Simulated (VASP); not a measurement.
# Mg3ZnC (Pm-3m) in VASP: further runs

The runs below take Mg3ZnC through relaxation of cell and atoms, with PBE.

Program: VASP 6.6.1. These are calculated values, not measurements. Logs are shortened: lines on timing, memory, paths and dates and some standing lists are left out, and cuts for length are marked.

## (1) The cell of the first run

Symmetry: Pm-3m, No. 221, cubic system. The conventional cell has a = 4.407 Å, b = 4.407 Å, c = 4.407 Å, α = 90.00°, β = 90.00°, γ = 90.00°. Mg (site symmetry 4/mmm) has 2 C at 2.20 Å within 2.9 Å. Within 4.1 Å of Zn (site symmetry m-3m) lie 12 Mg at 3.12 Å and 8 C at 3.82 Å. C (site symmetry m-3m) has 6 Mg at 2.20 Å within 2.9 Å.

## (2) Relaxation of cell and atoms, PBE, target pressure 5 GPa, at which the enthalpy is minimised

The input, INCAR:

```
PREC     = Accurate       # precision mode
ENCUT    = 600            # plane-wave cutoff, eV
EDIFF    = 1E-7           # SCF threshold, eV
ISMEAR   = -1             # smearing method
SIGMA    = 0.1            # smearing width, eV
LREAL    = F              # projectors in reciprocal space
LASPH    = T              # aspherical terms in the spheres
NELM     = 80             # most SCF steps
ALGO     = Normal         # electronic algorithm
ISIF     = 3              # what is computed and relaxed
LWAVE    = F              # write WAVECAR
LCHARG   = F              # write CHGCAR
GGA      = PE             # functional
IBRION   = 2              # ionic algorithm
NSW      = 80             # ionic steps
EDIFFG   = -0.01          # ionic threshold
PSTRESS  = 50.0
```

The input, KPOINTS:

```
regular mesh
0
Gamma
  5 5 5
```

The input, POSCAR:

```
Mg3ZnC
1.0
    4.4069310000      0.0000000000      0.0000000000
    0.0000000000      4.4069310000      0.0000000000
    0.0000000000      0.0000000000      4.4069310000
Mg Zn C
3 1 1
Direct
    0.0000000000      0.5000000000      0.5000000000
    0.5000000000      0.5000000000      0.0000000000
    0.5000000000      0.0000000000      0.5000000000
    0.0000000000      0.0000000000      0.0000000000
    0.5000000000      0.5000000000      0.5000000000
```

Potentials or basis: VASP PAW PBE potentials, release 64 (Mg, Zn, C).

On the command line:

```sh
$ cat potpaw_PBE.64/Mg/POTCAR potpaw_PBE.64/Zn/POTCAR potpaw_PBE.64/C/POTCAR > POTCAR
$ mpirun -np 1 vasp_std > vasp.out
```

OUTCAR:

```text
PREC = Accurate
   ENCUT = 600
   EDIFF = 1E-7
   ISMEAR = -1
   LREAL = F
   LASPH = T
   NELM = 80
   ISIF = 3
   GGA = PE
   IBRION = 2
   NSW = 80
   EDIFFG = -0.01
   PSTRESS = 50.0

 ion  position               nearest neighbor table
   1  0.000  0.500  0.500-   5 2.20   5 2.20   4 3.12   2 3.12   2 3.12   4 3.12   3 3.12   4 3.12
                             4 3.12   2 3.12   3 3.12   3 3.12   2 3.12   3 3.12
   2  0.500  0.500  0.000-   5 2.20   5 2.20   4 3.12   1 3.12   1 3.12   3 3.12   3 3.12   3 3.12
                             4 3.12   3 3.12   1 3.12   4 3.12   1 3.12   4 3.12
   3  0.500  0.000  0.500-   5 2.20   5 2.20   4 3.12   1 3.12   2 3.12   4 3.12   1 3.12   2 3.12
                             2 3.12   2 3.12   1 3.12   4 3.12   4 3.12   1 3.12
   4  0.000  0.000  0.000-   1 3.12   2 3.12   3 3.12   1 3.12   3 3.12   1 3.12   2 3.12   1 3.12
                             2 3.12   3 3.12   3 3.12   2 3.12
   5  0.500  0.500  0.500-   1 2.20   2 2.20   3 2.20   2 2.20   3 2.20   1 2.20

  LATTYP: Found a simple cubic cell.
 ALAT       =     4.4069310000

  Lattice vectors:

 A1 = (   4.4069310000,   0.0000000000,   0.0000000000)
 A2 = (   0.0000000000,   4.4069310000,   0.0000000000)
 A3 = (   0.0000000000,   0.0000000000,   4.4069310000)

Analysis of symmetry for initial positions (statically):
=====================================================================
 Subroutine PRICEL returns:
 Original cell was already a primitive cell.

 Routine SETGRP: Setting up the symmetry group for a
 simple cubic supercell.

 Subroutine GETGRP returns: Found 48 space group operations
 (whereof 48 operations were pure point group operations)
 out of a pool of 48 trial point group operations.

The static configuration has the point symmetry O_h .

Analysis of symmetry for dynamics (positions and initial velocities):
=====================================================================
 Subroutine PRICEL returns:
 Original cell was already a primitive cell.

 Routine SETGRP: Setting up the symmetry group for a
 simple cubic supercell.

 Subroutine GETGRP returns: Found 48 space group operations
 (whereof 48 operations were pure point group operations)
 out of a pool of 48 trial point group operations.

The dynamic configuration has the point symmetry O_h .

 Subroutine INISYM returns: Found 48 space group operations
 (whereof 48 operations are pure point group operations),
 and found     1 'primitive' translations

----------------------------------------------------------------------------------------

                                     Primitive cell

  volume of cell :      85.5872
[... 75 lines left out ...]
   LNONCOLLINEAR =      F non collinear calculations
   LSORBIT =      F    spin-orbit coupling
   LASPH  =      T    aspherical Exc in radial PAW
   ENCUT  =  600.0 eV  44.10 Ry    6.64 a.u.   8.80  8.80  8.80*2*pi/ulx,y,z
   NELM   =     80;   NELMIN=  2; NELMDL= -5     # of ELM steps
   EDIFF  = 0.1E-06   stopping-criterion for ELM
   LREAL  =      F    real-space projection
   EDIFFG = -.1E-01   stopping-criterion for IOM
   NSW    =     80    number of steps for IOM
   IBRION =      2    ionic relax: 0-MD 1-quasi-New 2-CG
   NFREE  =      1    steps in history (QN), initial steepest desc. (CG)
   ISIF   =      3    stress and relaxation
   ISYM   =      2    0-nonsym 1-usesym 2-fastsym
   POTIM  = 0.5000    time-step for ionic-motion
   TEBEG  =    0.0;   TEEND  =   0.0 temperature during run
   PSTRESS=   50.0 pullay stress
   NELECT =      22.0000    total number of electrons
   NUPDOWN=      -1.0000    fix difference up-down
   EMIN   =  10.00;   EMAX   =-10.00  energy-range for DOS
   EFERMI =   0.00;   METHOD = LEGACY
   ISMEAR =    -1;   SIGMA  =   0.10  broadening in eV -4-tet -1-fermi 0-gaus
   EFERMI_NEDOS =   21; number of points for ismear=-14 and -15
   IALGO  =     38    algorithm
   IMIX   =      4    mixing-type and parameters
     AMIX     =   0.40;   BMIX     =  1.00
     AMIX_MAG =   1.60;   BMIX_MAG =  1.00
  volume/ion in A,a.u.               =      17.12       115.51
  Fermi-wavevector in a.u.,A,eV,Ry     =   1.040909  1.967033 14.741800  1.083492
  Thomas-Fermi vector in A             =   2.175506
   LORBIT       =      0    0 simple, 1 ext, 2 COOP (PROOUT), +10 PAW based schemes
   GGA     = PE    functional components
   LHFCALC =     F    Hartree Fock is set to
   AEXX    =    0.0000 exact exchange contribution
   IVDW    =     0    specifies the selected vdW correction
   LEPSILON=     F    determine dielectric tensor
   LRPA    =     F    only Hartree local field effects (RPA)
 conjugate gradient relaxation of ions
 non-spin polarized calculation
  energy-cutoff  :      600.00
  volume of cell :       85.59
 maximum number of plane-waves:      2897
 NGX is ok and might be reduce to    36
   NGX = 17   NGY = 17   NGZ = 17

--------------------------------------- Ionic step        1  -------------------------------------------

 number of electron      21.9999993 magnetization

 Free energy of the ion-electron system (eV)
  ---------------------------------------------------
  ext. energy  EPLUGINS =         0.00000000
  ---------------------------------------------------
  free energy    TOTEN  =       -14.00307825 eV

  energy without entropy =      -13.91011362  energy(sigma->0) =      -13.95659594

------------------------ aborting loop because EDIFF is reached ----------------------------------------

  FORCE on cell =-STRESS in cart. coord.  units (eV):
  Direction    XX          YY          ZZ          XY          YZ          ZX
  --------------------------------------------------------------------------------------
  -------------------------------------------------------------------------------------
  Total       -0.2671776     -0.2671776     -0.2671776      0.0000000      0.0000000      0.0000000
  in kB       -5.0015180     -5.0015180     -5.0015180      0.0000000      0.0000000      0.0000000
  external PRESSURE =     -55.0015180 kB  Pullay stress =      50.0000000 kB
[... 69 lines left out ...]
--------------------------------------- Ionic step        3  -------------------------------------------

 number of electron      21.9999990 magnetization

 Free energy of the ion-electron system (eV)
  ---------------------------------------------------
  ext. energy  EPLUGINS =         0.00000000
  ---------------------------------------------------
  free energy    TOTEN  =       -13.92063027 eV

  energy without entropy =      -13.83487028  energy(sigma->0) =      -13.87775028

 E-fermi :   3.3968     XC(G=0):  -9.7676

 val. band max:        3.3250490276   @ k =   0.4000   0.2000   0.2000
 cond. band min:       3.4683338518   @ k =   0.4000   0.4000   0.2000
 fundamental gap:      0.1432848242
 Fermi energy:         3.3967947090

 k-point     1 :       0.0000    0.0000    0.0000
  band No.  band energies     occupation
      1      -7.5398      2.00000
      2      -3.8071      2.00000
      3      -3.8071      2.00000
      4      -3.7408      2.00000
      5      -3.7408      2.00000
      6      -3.7408      2.00000
      7      -1.8823      2.00000
      8       0.6786      2.00000
      9       0.6786      2.00000
     10       0.6786      2.00000
     11       5.2564      0.00000
     12       5.2564      0.00000
     13       6.3104      0.00000
     14       6.3104      0.00000
[... 197 lines left out ...]
  energy  without entropy=      -13.8348702832  energy(sigma->0) =      -13.87775028

  enthalpy is  TOTEN    =       -11.4480435780 eV   P V=        2.4725866891

 reached required accuracy - stopping structural energy minimisation
```

It took 28 s on 1 thread of Intel Xeon 6975P-C (Granite Rapids), shared host; peak memory 0.22 GiB.

Results:

```yaml
Free_energy: -13.9206 eV
Relaxed_volume: 15.85 Å³/atom
Relaxed_cell: a = 4.295 Å, b = 4.295 Å, c = 4.295 Å, α = 90.00°, β = 90.00°, γ = 90.00°
Space_group_after_relaxing_to_0.05_Å: Pm-3m (No. 221)
Energy_change_on_relaxing_the_enthalpy_is_what_falls: +16.5 meV/atom
Ionic_steps: 3
Pressure_after_relaxing: 5.0 GPa
Band_gap_on_the_k_mesh: zero (band 11 reaches 5.26 eV, above the bottom of band 12 at 2.04 eV)
```

Step by step:
| step | energy change (eV) | largest force (eV/Å) | pressure (GPa) | volume (Å³) |
| --- | --- | --- | --- | --- |
| 1 | 0.0000 | 0.0000 | -0.50 | 85.59 |
| 2 | 0.1066 | 0.0000 | 5.78 | 78.51 |
| 3 | 0.0824 | 0.0000 | 5.02 | 79.23 |

Final structure:
```
Mg Zn C
1.0
     4.29501    0.00000    0.00000
     0.00000    4.29501    0.00000
     0.00000    0.00000    4.29501
Mg Zn C
3 1 1
Direct
  0.00000 0.50000 0.50000
  0.50000 0.50000 0.00000
  0.50000 0.00000 0.50000
  0.00000 0.00000 0.00000
  0.50000 0.50000 0.50000
```

Caveat: the cell is relaxed towards a set pressure, so the enthalpy falls and the energy may rise.

(Continued in part 2 of 2.)
